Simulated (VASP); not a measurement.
Ca:

```
CELL_PARAMETERS angstrom
0.00000 2.76271 2.76271
2.76271 0.00000 2.76271
2.76271 2.76271 0.00000
ATOMIC_POSITIONS crystal
Ca 0.00000 0.00000 0.00000
```

Base run:

- Program: VASP 6.6.1
- Functional: PBE
- Potentials or basis: VASP PAW PBE potentials, release 64 (Ca_sv)
- Cutoff: 520 eV
- k mesh: 10 × 10 × 10
- Occupations: fermi-dirac, width 1 eV
- Spin: no spin polarisation

Its results: band gap on the k mesh zero (bands 5 and 6 overlap by 0.36 eV); pressure 1.9 GPa.

The run is repeated on the same cell with these changes: occupations from fermi-dirac, width 1 eV to methfessel-paxton, width 0.03 eV. What comes out?

Band gap on the k mesh zero (bands 5 and 6 overlap by 0.27 eV); pressure 0.0 GPa.

Caveats: so wide a smearing shifts energies and pressures (at least some runs).
